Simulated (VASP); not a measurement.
Write the native input for VASP 6.6.1 that does the following.

* Task: single point
* Functional: PBE
* Potentials or basis: VASP PAW PBE potentials, release 64 (P)
* Cutoff: 520 eV
* k mesh: 8 × 1 × 6
* Occupations: gaussian, width 0.05 eV
* Spin: no spin polarisation
* Dipole correction: no
* Further INCAR settings: ALGO = Normal; EDIFF = 1e-07; NBANDS = 18

The structure of P lies in POSCAR:

```
P
1.0
    3.6531470885      0.0000000000      0.0000000000
    0.0000000000     38.7784469764      0.0000000000
    0.0000000000      0.0000000000      4.6320847100
P
4
Direct
    0.0000000000      0.9702614300      0.5921507200
    0.0000000000      0.0297385700      0.4078492800
    0.5000000000      0.0297385700      0.0921507200
    0.5000000000      0.9702614300      0.9078492800
```

This cell differs from its parent crystal: strain +0.1125 x Voigt [1, 1, 0, 0, 0, 0].

One way to write it, as run:

INCAR

```
SYSTEM = P
PREC = Accurate
ENCUT = 520
EDIFF = 1E-7
ISMEAR = 0
SIGMA = 0.05
LREAL = .False.
LASPH = .True.
NELM = 60
ALGO = Normal
ISIF = 2
LWAVE = .False.
LCHARG = .True.
GGA = PE
LELF = .True.
LVHAR = .True.
NBANDS = 18
```

KPOINTS

```
Automatic mesh
0
Gamma
  8 1 6
  0 0 0
```

Potentials or basis: VASP PAW PBE potentials, release 64 (P).

Command:

```sh
$ cat potpaw_PBE.64/P/POTCAR > POTCAR
$ mpirun -np 1 vasp_std > vasp.out
```

It gave:

The largest force is 1.166 eV/Å and the band gap on the k mesh is 0.56 eV (least direct gap 0.59 eV).

Caveat: the cell differs from its parent crystal (strain +0.1125 x Voigt [1, 1, 0, 0, 0, 0]).

Run time: 11 min on 1 thread of Intel Xeon 8259CL (shared host), peak memory 0.67 GiB.
